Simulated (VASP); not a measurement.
**InPd: single point with PBEsol**

InPd:

```
In Pd
1.0
     3.24891    0.00000    0.00000
     0.00000    3.24891    0.00000
     0.00000    0.00000    3.24891
In Pd
1 1
Direct
  0.00000 0.00000 0.00000
  0.50000 0.50000 0.50000
```

```yaml
Program: VASP 6.6.1
Task: single point
Functional: PBEsol
Potentials_or_basis: VASP PAW PBE potentials, release 64 (In_d, Pd)
Cutoff: 520 eV
k_mesh: 7 × 7 × 7
Occupations: methfessel-paxton, width 0.1 eV
Spin: no spin polarisation
Dipole_correction: no
Further_INCAR_settings: ALGO = Normal; EDIFF = 1e-07; NBANDS = 18
```

```
Pressure : 0.2 GPa
```

Levels at points of the mesh, in eV from the Fermi level:
| k point | band 9 | band 10 | band 11 | band 12 | band 13 | band 14 |
| --- | --- | --- | --- | --- | --- | --- |
| (0.00, 0.00, 0.00) | -2.57 | -2.57 | -2.57 | 3.96 | 3.96 | 3.96 |

Wall time 10 s on 1 thread of Intel Xeon 8259CL (shared host), peak memory 0.15 GiB.

Caveat: the PAW data sets were made with another functional, which shifts forces and pressure a little; spin-orbit coupling is left out, which moves the levels of the heavy elements.
